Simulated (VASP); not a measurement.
BaTiO3:

```
CELL_PARAMETERS angstrom
3.95186 0.00000 0.00000
0.00000 3.95186 0.00000
0.00000 0.00000 3.95186
ATOMIC_POSITIONS crystal
Ba 0.50000 0.50000 0.50000
Ti 0.00000 0.00000 0.00000
O 0.00000 0.00000 0.50000
O 0.00000 0.50000 0.00000
O 0.50000 0.00000 0.00000
```

Base run:

| Item | Value |
| --- | --- |
| Program | VASP 6.6.1 |
| Functional | PBE |
| Potentials or basis | VASP PAW PBE potentials, release 64 (Ba_sv, Ti_sv, O) |
| Cutoff | 520 eV |
| k mesh | 7 × 7 × 7 |
| Occupations | fermi-dirac, width 0.05 eV |
| Spin | no spin polarisation |

Its results: band gap on the k mesh 1.88 eV, indirect (least direct gap 1.93 eV); pressure 11.3 GPa.

The run is repeated on the same cell with these changes: functional from PBE to r2SCAN; further incar settings from ALGO = Normal; EDIFF = 1e-06; NBANDS = 28 to ALGO = Normal; EDIFF = 1e-07; NBANDS = 28. What comes out?

Band gap on the k mesh 2.29 eV, indirect (least direct gap 2.34 eV); pressure 8.4 GPa.

Caveats: spin-orbit coupling is left out, which moves the levels of the heavy elements; the PAW data sets were made with another functional, which shifts forces and pressure a little (some runs).

A k mesh can miss the band edges.
